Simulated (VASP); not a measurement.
Wanted: the native input for a VASP 6.6.1 run.

```yaml
Task: single point
Functional: r2SCAN
Potentials_or_basis: VASP PAW PBE potentials, release 64 (Sc_sv, N, Al)
Cutoff: 660 eV
k_mesh: 6 × 6 × 4
Occupations: gaussian, width 0.01 eV
Spin: no spin polarisation
Dipole_correction: no
Further_INCAR_settings: ALGO = Normal; EDIFF = 1e-06; NBANDS = 20
```

Crystal: ScAlN2.

```xyz
4
Lattice="3.0446 0.0000 0.0000 0.0000 3.0446 0.0000 0.0000 0.0000 4.3190" Properties=species:S:1:pos:R:3 pbc="T T T"
Sc    0.0000    0.0000    0.0000
N     0.0000    0.0000    2.1595
N     1.5223    1.5223    0.0000
Al    1.5223    1.5223    2.1595
```

The input as run:

POSCAR

```
ScAlN2
1.0
    3.0446085499      0.0000000000      0.0000000000
    0.0000000000      3.0446085499      0.0000000000
    0.0000000000      0.0000000000      4.3189807773
Sc N Al
1 2 1
Direct
    0.0000000000      0.0000000000      0.0000000000
    0.0000000000      0.0000000000      0.5000000000
    0.5000000000      0.5000000000      0.0000000000
    0.5000000000      0.5000000000      0.5000000000
```

INCAR.step1

```
ALGO = Normal
EDIFF = 1E-5
ENCUT = 660
GGA = PE
GGA_COMPAT = False
ISMEAR = 0
LASPH = True
LCHARG = False
LREAL = False
LWAVE = True
NBANDS = 20
NELM = 120
PREC = Accurate
SIGMA = 0.01
```

INCAR.step2

```
ALGO = Normal
EDIFF = 1E-6
ENCUT = 660
GGA_COMPAT = False
ISIF = 2
ISMEAR = 0
ISTART = 1
LASPH = True
LCHARG = False
LMIXTAU = True
LREAL = False
LWAVE = False
METAGGA = R2SCAN
NBANDS = 20
NELM = 120
PREC = Accurate
SIGMA = 0.01
```

KPOINTS

```
k-points
0
Gamma
  6 6 4
```

Potentials or basis: VASP PAW PBE potentials, release 64 (Sc_sv, N, Al).

Run with:

```sh
$ cat potpaw_PBE.64/Sc_sv/POTCAR potpaw_PBE.64/N/POTCAR potpaw_PBE.64/Al/POTCAR > POTCAR
$ cp INCAR.step1 INCAR
$ mpirun -np 1 vasp_std > vasp.out
$ cp INCAR.step2 INCAR
$ mpirun -np 1 vasp_std > vasp.out
```

Results of the run:

```
Pressure               : 1.2 GPa
Band gap on the k mesh : 1.12 eV
```

Caveat: the PAW data sets were made with another functional, which shifts forces and pressure a little.

Run time: 62 s on 1 thread of Intel(R) Xeon(R) Platinum 8559C (Emerald Rapids) (shared host), peak memory 0.19 GiB.
